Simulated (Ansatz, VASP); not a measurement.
## MnF2: VASP beside Ansatz

The input INCAR:

```
  PREC = Accurate
  ENCUT = 520
  EDIFF = 1E-6
  ISMEAR = 0
  SIGMA = 0.05
  LREAL = False
  LASPH = True
  NELM = 150
  ALGO = Normal
  ISIF = 2
  LWAVE = False
  LCHARG = False
  ISPIN = 2
  MAGMOM = 5 -5 0 0 0 0
  LORBIT = 11
  LMAXMIX = 4
  LDAU = True
  LDAUTYPE = 2
  LDAUL = 2 -1
  LDAUU = 4 0
  LDAUJ = 0 0
  LDAUPRINT = 1
  GGA = PS
  NBANDS = 40
```

File KPOINTS:

```
regular mesh
0
Gamma
  5 5 7
```

Contents of POSCAR:

```
MnF2
1.0
    4.8733996600      0.0000000000      0.0000000000
    0.0000000000      4.8733996600      0.0000000000
    0.0000000000      0.0000000000      3.3098997700
Mn F
2 4
Direct
    0.0000000000      0.0000000000      0.0000000000
    0.5000000000      0.5000000000      0.5000000000
    0.3050000000      0.3050000000      0.0000000000
    0.1950000000      0.8050000000      0.5000000000
    0.6950000000      0.6950000000      0.0000000000
    0.8050000000      0.1950000000      0.5000000000
```

Input for Ansatz:

```yaml
crystal:
  lattice:
    - [4.87339966, 0.0, 0.0]
    - [0.0, 4.87339966, 0.0]
    - [0.0, 0.0, 3.30989977]
  atoms:
    - { symbol: Mn, position: [0.0, 0.0, 0.0], spin: 5.0 }
    - { symbol: Mn, position: [0.5, 0.5, 0.5], spin: -5.0 }
    - { symbol: F, position: [0.305, 0.305, 0.0] }
    - { symbol: F, position: [0.195, 0.805, 0.5] }
    - { symbol: F, position: [0.695, 0.695, 0.0] }
    - { symbol: F, position: [0.805, 0.195, 0.5] }
basis:
  ecutwfc: 420
  ecutrho_ratio: 4
kpoints:
  mp_grid: { grid: [5, 5, 7] }
hamiltonian:
  xc: pbesol
  hubbard:
    sites: [{ site: 0, l: d, u_eff: 4.0 }, { site: 1, l: d, u_eff: 4.0 }]
scf:
  occupations: { method: gaussian, width: 0.05 }
  lower_state_search: "off"
  max_iter: 150
output:
  forces: true
  stress: true
  eigenvalues: true
  populations: true
  hubbard: { sites: [{ site: 0, l: d }, { site: 1, l: d }] }
magnetization:
  spin_polarized: true
```

Alike in both runs: task single point; functional PBEsol; k mesh 5 × 5 × 7; occupations gaussian, width 0.05 eV; collinear spin; Hubbard terms Mn d U = 4.0 eV.

```csv
,VASP,Ansatz
version,VASP 6.6.1,Ansatz 0.2.0
potentials or method,"VASP PAW PBE potentials, release 64 (Mn_pv, F), cutoff 520 eV","scalar-relativistic, plane waves, PAW"
valence electrons in the cell,54,58
```

|  | VASP | Ansatz | Ansatz less VASP |
| --- | --- | --- | --- |
| gap on the k mesh at the Fermi level (eV) | 3.41 | 3.49 | +0.086 |
| least direct gap on the mesh (eV) | 3.44 | 3.53 | +0.087 |
| pressure (GPa) | 0.2 | 1.1 | +0.93 |
| traceless stress, the component that is largest in VASP (GPa) | -0.19 | -0.01 | +0.176 |
| rms of the force components (eV/Å) | 0.005 | 0.006 | +0.0003 |
| net moment per atom (μB) | 0.00 | 0.00 | 0.000 |
| size of the moment on the site where the two differ most (μB) | 4.67 | 4.21 | -0.452 |

VASP's potentials were made for PBE, not for PBEsol. Site moments also hang on the region over which each program counts them. The programs project onto different local orbitals, so the same U acts differently, and such runs can settle in different states. Atom by atom the forces differ by 0.000 eV/Å (rms over components). VASP's potentials hold 54 valence electrons a cell and Ansatz's 58, so a difference there can come from the potentials and not from the codes.
